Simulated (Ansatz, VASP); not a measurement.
HfO2: VASP beside Ansatz

The input INCAR:

```
SYSTEM = HfO2
  PREC = Accurate
  ENCUT = 520
  EDIFF = 1E-6
  ISMEAR = 0
  SIGMA = 0.05
  LREAL = .False.
  LASPH = .True.
  NELM = 80
  ALGO = Normal
  ISIF = 2
  LWAVE = .False.
  LCHARG = .False.
  GGA = PE
  NBANDS = 18
```

The input KPOINTS:

```
Automatic mesh
0
Gamma
  8 8 8
  0 0 0
```

The input POSCAR:

```
HfO2
1.0
    0.0000000000      2.5714076277      2.5714076277
    2.5714076277      0.0000000000      2.5714076277
    2.5714076277      2.5714076277      0.0000000000
Hf O
1 2
Direct
    0.0000000000      0.0000000000      0.0000000000
    0.2500000000      0.2500000000      0.2500000000
    0.7500000000      0.7500000000      0.7500000000
```

Input for Ansatz:

```yaml
crystal:
  lattice:
    - [0.0, 2.5714076277, 2.5714076277]
    - [2.5714076277, 0.0, 2.5714076277]
    - [2.5714076277, 2.5714076277, 0.0]
  atoms:
    - { symbol: Hf, position: [0.0, 0.0, 0.0] }
    - { symbol: O, position: [0.25, 0.25, 0.25] }
    - { symbol: O, position: [0.75, 0.75, 0.75] }
basis:
  ecutwfc: 520.0
kpoints:
  mp_grid: { grid: [8, 8, 8] }
hamiltonian:
  xc: pbe
  pseudopotentials: { kind: paw, azcp: { folder: soft_1 } }
scf:
  occupations: { method: gaussian, width: 0.05 }
output:
  forces: true
  stress: true
  eigenvalues: true
```

Alike in both runs: task single point; functional PBE; k mesh 8 × 8 × 8; occupations gaussian, width 0.05 eV; no spin polarisation.

|  | VASP | Ansatz |
| --- | --- | --- |
| version | VASP 6.6.1 | Ansatz 0.2.0 |
| potentials or method | VASP PAW PBE potentials, release 64 (Hf_pv, O), cutoff 520 eV | scalar-relativistic, plane waves, PAW |
| valence electrons in the cell | 22 | 38 |

```csv
,VASP,Ansatz,Ansatz less VASP
gap on the k mesh at the Fermi level (eV),3.68,3.68,-0.003
least direct gap on the mesh (eV),3.68,3.68,-0.003
pressure (GPa),-9.5,-6.1,+3.39
```

The functional is the same, so the differences come from potentials, cutoffs and numerics. VASP's potentials hold 22 valence electrons a cell and Ansatz's 38, so a difference there can come from the potentials and not from the codes.

Spin-orbit coupling is off throughout.
